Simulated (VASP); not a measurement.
# Tl (Im-3m) in VASP: notebook

Tl is run at these levels: PBEsol; tasks: relaxation of cell and atoms.

All numbers are computed with VASP 6.6.1; they aren't measurements. Logs are shortened: lines on timing, memory, paths and dates and some standing lists are left out, and cuts for length are marked.

**1. The cell of the first run**

Symmetry: Im-3m, No. 229, cubic system. Conventional cell: a = 3.850 Å, b = 3.850 Å, c = 3.850 Å, α = 90.00°, β = 90.00°, γ = 90.00°. Tl (site symmetry m-3m) has 14 Tl at 3.33 to 3.85 Å within 4.4 Å.

This isn't the form of Tl at room conditions, which is hcp.

**2. Relaxation of cell and atoms, PBEsol, target pressure 20 GPa, at which the enthalpy is minimised**

Input file INCAR:

```
SYSTEM = Tl
ALGO = Normal
EDIFF = 1E-7
EDIFFG = -0.02
ENCUT = 500
GGA = PS
GGA_COMPAT = .False.
IBRION = 2
ISIF = 3
ISMEAR = -1
LASPH = .True.
LCHARG = .False.
LREAL = .False.
LWAVE = .False.
NELM = 120
NELMIN = 4
NSW = 80
PREC = Accurate
PSTRESS = 200.0
SIGMA = 0.05
```

Input file KPOINTS:

```
k-points
0
Gamma
  9 9 9
  0 0 0
```

Input file POSCAR:

```
Tl
1.0
   -1.9250000000      1.9250000000      1.9250000000
    1.9250000000     -1.9250000000      1.9250000000
    1.9250000000      1.9250000000     -1.9250000000
Tl
1
Direct
    0.0000000000      0.0000000000      0.0000000000
```

Potentials or basis: VASP PAW PBE potentials, release 64 (Tl_d).

On the command line:

```
> cat potpaw_PBE.64/Tl_d/POTCAR > POTCAR
> mpirun -np 1 vasp_std > vasp.out
```

OUTCAR:

```text
SYSTEM = Tl
   EDIFF = 1E-7
   EDIFFG = -0.02
   ENCUT = 500
   GGA = PS
   IBRION = 2
   ISIF = 3
   ISMEAR = -1
   LASPH = .True.
   LREAL = .False.
   NELM = 120
   NELMIN = 4
   NSW = 80
   PREC = Accurate
   PSTRESS = 200.0

 ion  position               nearest neighbor table
   1  0.000  0.000  0.000-

  LATTYP: Found a body centered cubic cell.
 ALAT       =     3.8500000000

  Lattice vectors:

 A1 = (  -1.9250000000,   1.9250000000,   1.9250000000)
 A2 = (   1.9250000000,  -1.9250000000,   1.9250000000)
 A3 = (   1.9250000000,   1.9250000000,  -1.9250000000)

Analysis of symmetry for initial positions (statically):
=====================================================================
 Subroutine PRICEL returns:
 Original cell was already a primitive cell.

 Routine SETGRP: Setting up the symmetry group for a
 body centered cubic supercell.

 Subroutine GETGRP returns: Found 48 space group operations
 (whereof 48 operations were pure point group operations)
 out of a pool of 48 trial point group operations.

The static configuration has the point symmetry O_h .

Analysis of symmetry for dynamics (positions and initial velocities):
=====================================================================
 Subroutine PRICEL returns:
 Original cell was already a primitive cell.

 Routine SETGRP: Setting up the symmetry group for a
 body centered cubic supercell.

 Subroutine GETGRP returns: Found 48 space group operations
 (whereof 48 operations were pure point group operations)
 out of a pool of 48 trial point group operations.

The dynamic configuration has the point symmetry O_h .

 Subroutine INISYM returns: Found 48 space group operations
 (whereof 48 operations are pure point group operations),
 and found     1 'primitive' translations

----------------------------------------------------------------------------------------

                                     Primitive cell

  volume of cell :      28.5333

  direct lattice vectors                    reciprocal lattice vectors
    -1.925000000  1.925000000  1.925000000     0.000000000  0.259740260  0.259740260
     1.925000000 -1.925000000  1.925000000     0.259740260  0.000000000  0.259740260
     1.925000000  1.925000000 -1.925000000     0.259740260  0.259740260  0.000000000

  length of vectors
[... 82 lines left out ...]
   EDIFFG = -.2E-01   stopping-criterion for IOM
   NSW    =     80    number of steps for IOM
   IBRION =      2    ionic relax: 0-MD 1-quasi-New 2-CG
   NFREE  =      1    steps in history (QN), initial steepest desc. (CG)
   ISIF   =      3    stress and relaxation
   ISYM   =      2    0-nonsym 1-usesym 2-fastsym
   POTIM  = 0.5000    time-step for ionic-motion
   TEBEG  =    0.0;   TEEND  =   0.0 temperature during run
   PSTRESS=  200.0 pullay stress
   NELECT =      13.0000    total number of electrons
   NUPDOWN=      -1.0000    fix difference up-down
   EMIN   =  10.00;   EMAX   =-10.00  energy-range for DOS
   EFERMI =   0.00;   METHOD = LEGACY
   ISMEAR =    -1;   SIGMA  =   0.05  broadening in eV -4-tet -1-fermi 0-gaus
   EFERMI_NEDOS =   21; number of points for ismear=-14 and -15
   IALGO  =     38    algorithm
   IMIX   =      4    mixing-type and parameters
     AMIX     =   0.40;   BMIX     =  1.00
     AMIX_MAG =   1.60;   BMIX_MAG =  1.00
  volume/ion in A,a.u.               =      28.53       192.55
  Fermi-wavevector in a.u.,A,eV,Ry     =   1.259714  2.380514 21.590797  1.586879
  Thomas-Fermi vector in A             =   2.393260
   LORBIT       =      0    0 simple, 1 ext, 2 COOP (PROOUT), +10 PAW based schemes
   GGA     = PS    functional components
   LHFCALC =     F    Hartree Fock is set to
   AEXX    =    0.0000 exact exchange contribution
   IVDW    =     0    specifies the selected vdW correction
   LEPSILON=     F    determine dielectric tensor
   LRPA    =     F    only Hartree local field effects (RPA)
 conjugate gradient relaxation of ions
 non-spin polarized calculation
  energy-cutoff  :      500.00
  volume of cell :       28.53
 maximum number of plane-waves:       735
   NGX = 13   NGY = 13   NGZ = 13

--------------------------------------- Ionic step        1  -------------------------------------------

 number of electron      13.0000008 magnetization

 Free energy of the ion-electron system (eV)
  ---------------------------------------------------
  ext. energy  EPLUGINS =         0.00000000
  ---------------------------------------------------
  free energy    TOTEN  =        -2.63627467 eV

  energy without entropy =       -2.63153102  energy(sigma->0) =       -2.63390284

------------------------ aborting loop because EDIFF is reached ----------------------------------------

  FORCE on cell =-STRESS in cart. coord.  units (eV):
  Direction    XX          YY          ZZ          XY          YZ          ZX
  --------------------------------------------------------------------------------------
  -------------------------------------------------------------------------------------
  Total       -0.0224169     -0.0224169     -0.0224169     -0.0000000     -0.0000000      0.0000000
  in kB       -1.2587314     -1.2587314     -1.2587314     -0.0000000     -0.0000000      0.0000000
  external PRESSURE =    -201.2587314 kB  Pullay stress =     200.0000000 kB
[... 24 lines left out ...]
--------------------------------------- Ionic step        2  -------------------------------------------

 number of electron      13.0000000 magnetization

 E-fermi :  15.2964     XC(G=0): -13.5413

 val. band max:       15.2586024738   @ k =  -0.4444  -0.4444   0.3333
 cond. band min:      15.4028409817   @ k =  -0.4444   0.4444   0.3333
 fundamental gap:      0.1442385079
 Fermi energy:        15.2963839016

 k-point     1 :       0.0000    0.0000    0.0000
  band No.  band energies     occupation
      1      -0.8239      2.00000
      2       1.2026      2.00000
      3       1.2026      2.00000
      4       1.2026      2.00000
      5       2.6967      2.00000
      6       2.6967      2.00000
      7      27.4545      0.00000
      8      27.4545      0.00000
      9      27.4545      0.00000
     10      33.4996      0.00000
[... 409 lines left out ...]
--------------------------------------- Ionic step        5  -------------------------------------------

 number of electron      13.0000004 magnetization

 Free energy of the ion-electron system (eV)
  ---------------------------------------------------
  ext. energy  EPLUGINS =         0.00000000
  ---------------------------------------------------
  free energy    TOTEN  =        -2.32927923 eV

  energy without entropy =       -2.32496921  energy(sigma->0) =       -2.32712422

 E-fermi :   9.7245     XC(G=0): -11.7639

 val. band max:        9.4100605261   @ k =   0.2222   0.2222   0.1111
 cond. band min:       9.7567232488   @ k =  -0.3333   0.4444   0.1111
 fundamental gap:      0.3466627227
 Fermi energy:         9.7244919208

 k-point     1 :       0.0000    0.0000    0.0000
  band No.  band energies     occupation
      1      -2.5786      2.00000
      2      -2.5786      2.00000
      3      -2.5786      2.00000
      4      -2.5728      2.00000
      5      -1.7821      2.00000
      6      -1.7821      2.00000
      7      22.4105      0.00000
      8      22.4105      0.00000
      9      22.4105      0.00000
     10      23.6977      0.00000
[... 331 lines left out ...]
  energy  without entropy=       -2.3249692063  energy(sigma->0) =       -2.32712422

  enthalpy is  TOTEN    =         0.4081052103 eV   P V=        2.7373844357

 reached required accuracy - stopping structural energy minimisation
```

CONTCAR:

```text
Tl
   1.00000000000000
    -1.7632699097858888    1.7632699097858888    1.7632699097858888
     1.7632699097858888   -1.7632699097858888    1.7632699097858888
     1.7632699097858888    1.7632699097858888   -1.7632699097858888
  Tl
     1
Direct
     0.0000000000000000    0.0000000000000000    0.0000000000000000

  0.00000000E+00  0.00000000E+00  0.00000000E+00
```

Run time: 21 s. Hardware: 1 thread of Intel Xeon Platinum 8488C (Sapphire Rapids), shared host; peak memory 0.15 GiB.

Results:

* Free energy: -2.3293 eV
* Relaxed volume: 21.93 Å³/atom
* Relaxed cell: a = 3.054 Å, b = 3.054 Å, c = 3.054 Å, α = 109.47°, β = 109.47°, γ = 109.47°
* Space group after relaxing (to 0.1 Å): Im-3m (No. 229)
* Energy change on relaxing (the run minimises the enthalpy): +307.0 meV/atom
* Ionic steps: 5
* Pressure after relaxing: 20.0 GPa
* Band gap on the k mesh: zero (an odd number of electrons rules out a gap without spin polarisation)

Step by step:
| step | energy change (eV) | largest force (eV/Å) | pressure (GPa) | volume (Å³) |
| --- | --- | --- | --- | --- |
| 1 | 0.0000 | 0.0000 | -0.13 | 28.53 |
| 2 | 2.1217 | 0.0000 | 99.98 | 16.14 |
| 3 | 0.2573 | 0.0000 | 17.57 | 22.35 |
| 4 | 0.2890 | 0.0000 | 19.13 | 22.08 |
| 5 | 0.3070 | 0.0000 | 20.01 | 21.93 |

Final structure:
```yaml
crystal:
  lattice:
    - [-1.76327, 1.76327, 1.76327]
    - [1.76327, -1.76327, 1.76327]
    - [1.76327, 1.76327, -1.76327]
  atoms:
    - { symbol: Tl, position: [0.00000, 0.00000, 0.00000] }
```

Levels at points of the mesh, in eV from the Fermi level:
| k point | band 3 | band 4 | band 5 | band 6 | band 7 | band 8 | band 9 | band 10 |
| --- | --- | --- | --- | --- | --- | --- | --- | --- |
| (0.00, 0.00, 0.00) | -12.30 | -12.30 | -11.51 | -11.51 | 12.69 | 12.69 | 12.69 | 13.97 |

Caveat: the cell is relaxed towards a set pressure, so the run minimises the enthalpy, not the energy; the volume moved by over 15 % at a fixed basis, so the end points are rough; the PAW data sets were made with another functional, which shifts forces and pressure a little; spin-orbit coupling is left out, which moves the levels of the heavy elements.

**3. Relaxation of cell and atoms, PBEsol, target pressure 30 GPa, at which the enthalpy is minimised**

Input file INCAR:

```
PREC     = Accurate       # precision mode
ENCUT    = 500            # plane-wave cutoff, eV
EDIFF    = 1E-7           # SCF threshold, eV
ISMEAR   = -1             # smearing method
SIGMA    = 0.05           # smearing width, eV
LREAL    = F              # projectors in reciprocal space
LASPH    = T              # aspherical terms in the spheres
NELM     = 120            # most SCF steps
ALGO     = Normal         # electronic algorithm
ISIF     = 3              # what is computed and relaxed
LWAVE    = F              # write WAVECAR
LCHARG   = F              # write CHGCAR
GGA      = PS             # functional
IBRION   = 2              # ionic algorithm
NSW      = 80             # ionic steps
EDIFFG   = -0.02          # ionic threshold
PSTRESS  = 300.0        
GGA_COMPAT= F            
NELMIN   = 4
```

Input file KPOINTS:

```
regular mesh
0
Gamma
  9 9 9
```

POSCAR is that of step 2.

Potentials or basis: VASP PAW PBE potentials, release 64 (Tl_d).

On the command line:

```
> cat potpaw_PBE.64/Tl_d/POTCAR > POTCAR
> mpirun -np 1 vasp_std > vasp.out
```

It took 24 s on 1 thread of Intel Xeon Platinum 8488C (Sapphire Rapids), shared host; peak memory 0.16 GiB.

It converged, with:

```
Free energy                                                : -2.1114 eV
Relaxed volume                                             : 20.52 Å³/atom
Relaxed cell                                               : a = 2.987 Å, b = 2.987 Å, c = 2.987 Å, α = 109.47°, β = 109.47°, γ = 109.47°
Space group after relaxing (to 0.1 Å)                      : Im-3m (No. 229)
Energy change on relaxing (the run minimises the enthalpy) : +524.9 meV/atom
Ionic steps                                                : 5
Pressure after relaxing                                    : 30.1 GPa
Band gap on the k mesh                                     : zero (an odd number of electrons rules out a gap without spin polarisation)
```

The path:
```csv
step,energy change (eV),largest force (eV/Å),pressure (GPa),volume (Å³)
1,0.0000,0.0000,-0.13,28.53
2,7.9887,0.0000,383.55,11.62
3,0.3561,0.0000,22.33,21.56
4,0.4252,0.0000,25.59,21.09
5,0.5249,0.0000,30.15,20.52
```

Final structure:
```
CELL_PARAMETERS angstrom
-1.72468 1.72468 1.72468
1.72468 -1.72468 1.72468
1.72468 1.72468 -1.72468
ATOMIC_POSITIONS crystal
Tl 0.00000 0.00000 0.00000
```

Levels at points of the mesh, in eV from the Fermi level:
```
           k point  band 4  band 5  band 6  band 7  band 8  band 9
(0.00, 0.00, 0.00)  -12.61  -11.69  -11.69   12.65   12.65   12.65
```

Caveat: the cell is relaxed towards a set pressure, so the run minimises the enthalpy, not the energy; the volume moved by over 15 % at a fixed basis, so the end points are rough; the PAW data sets were made with another functional, which shifts forces and pressure a little; spin-orbit coupling is left out, which moves the levels of the heavy elements.

The gap in the log of VASP goes by the Fermi energy; the results here count the filled bands.